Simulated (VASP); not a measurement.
A run of VASP 6.6.1:

File INCAR:

```
SYSTEM = Al2O3
PREC = Accurate
ENCUT = 520
EDIFF = 1E-6
ISMEAR = 0
SIGMA = 0.02
LREAL = .False.
LASPH = .True.
NELM = 60
ALGO = Normal
ISIF = 2
LWAVE = .False.
LCHARG = .False.
IBRION = 2
NSW = 60
EDIFFG = -0.002
```

KPOINTS

```
Automatic mesh
0
Gamma
  6 6 6
  0 0 0
```

POSCAR

```
Al2O3
1.0
    2.3788962612      1.3734563968      4.3307367652
   -2.3788962612      1.3734563968      4.3307367652
    0.0000000000     -2.7469127936      4.3307367652
Al O
4 6
Direct
    0.3518448460      0.3518448460      0.3518448460
    0.1481551540      0.1481551540      0.1481551540
    0.6481551540      0.6481551540      0.6481551540
    0.8518448460      0.8518448460      0.8518448460
    0.5563253481      0.9436746519      0.2500000000
    0.2500000000      0.5563253481      0.9436746519
    0.9436746519      0.2500000000      0.5563253481
    0.4436746519      0.0563253481      0.7500000000
    0.7500000000      0.4436746519      0.0563253481
    0.0563253481      0.7500000000      0.4436746519
```

Potentials or basis: VASP PAW LDA potentials, release 64 (Al, O).

Command:

```sh
$ cat potpaw_LDA.64/Al/POTCAR potpaw_LDA.64/O/POTCAR > POTCAR
$ mpirun -np 1 vasp_std > vasp.out
```

Hardware: 1 thread of Oxide Virtual Turin-like Processor, on a shared host.

Question: Estimate the wall time of this run.

Answer: Wall time 5.6 min on 1 thread of Oxide Virtual Turin-like Processor (shared host), peak memory 0.19 GiB. Counts: scf iterations 24, k points 32, ion steps 4.
